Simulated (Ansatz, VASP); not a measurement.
## MoS2: VASP beside Ansatz

The input POSCAR:

```
MoS2
1.0
    1.5748587398      0.9092451173      6.0739551840
   -1.5748587398      0.9092451173      6.0739551840
    0.0000000000     -1.8184902347      6.0739551840
Mo S
1 2
Direct
    0.0000000000      0.0000000000      0.0000000000
    0.2500000000      0.2500000000      0.2500000000
    0.7500000000      0.7500000000      0.7500000000
```

Contents of INCAR.step1:

```
SYSTEM = MoS2
  ALGO = Normal
  EDIFF = 1E-4
  ENCUT = 520
  GGA = PE
  ISMEAR = -1
  LASPH = .TRUE.
  LCHARG = .FALSE.
  LREAL = .FALSE.
  LWAVE = .TRUE.
  NBANDS = 20
  NELM = 80
  PREC = Accurate
  SIGMA = 0.05
```

The input INCAR.step2:

```
SYSTEM = MoS2
  ALGO = Normal
  EDIFF = 1E-7
  ENCUT = 520
  ISIF = 2
  ISMEAR = -1
  ISTART = 1
  LASPH = .TRUE.
  LCHARG = .FALSE.
  LMIXTAU = .TRUE.
  LREAL = .FALSE.
  LWAVE = .FALSE.
  METAGGA = R2SCAN
  NBANDS = 20
  NELM = 80
  PREC = Accurate
  SIGMA = 0.05
```

The input KPOINTS:

```
k-points
0
G
  10 10 10
  0 0 0
```

input.yaml

```yaml
crystal:
  lattice:
    - [1.5748587398, 0.9092451173, 6.073955184]
    - [-1.5748587398, 0.9092451173, 6.073955184]
    - [0.0, -1.8184902347, 6.073955184]
  atoms:
    - { symbol: Mo, position: [0.0, 0.0, 0.0] }
    - { symbol: S, position: [0.25, 0.25, 0.25] }
    - { symbol: S, position: [0.75, 0.75, 0.75] }
hamiltonian:
  xc: r2scan
  pseudopotentials: { kind: paw }
kpoints:
  mp_grid: { grid: [10, 10, 10] }
scf:
  occupations: { method: fermi_dirac, width: 0.05 }
output:
  forces: true
  stress: true
  eigenvalues: true
  write_density: true
  write_potential: true
  elf: true
  volumetric_format: npy
```

Alike in both runs: task single point; functional r2SCAN; k mesh 10 × 10 × 10; occupations fermi-dirac, width 0.05 eV; no spin polarisation.

|  | VASP | Ansatz |
| --- | --- | --- |
| version | VASP 6.6.1 | Ansatz 0.2.0 |
| potentials or method | VASP PAW PBE potentials, release 64 (Mo_sv, S) | Ansatz PAW |
| plane-wave cutoff (eV) | 520 | 500 |
| valence electrons in the cell | 26 | 26 |

```tsv
	VASP	Ansatz	Ansatz less VASP
gap on the k mesh at the Fermi level (eV)	none	none	-
pressure (GPa)	10.6	10.6	-0.05
traceless stress, the component that is largest in VASP (GPa)	1.58	1.60	+0.023
rms of the force components (eV/Å)	0.557	0.555	-0.0021
```

VASP's potentials were made for PBE, not for r2SCAN. Atom by atom the forces differ by 0.002 eV/Å (rms over components). A gap of «none» marks a metal or a gap that the smearing closes.
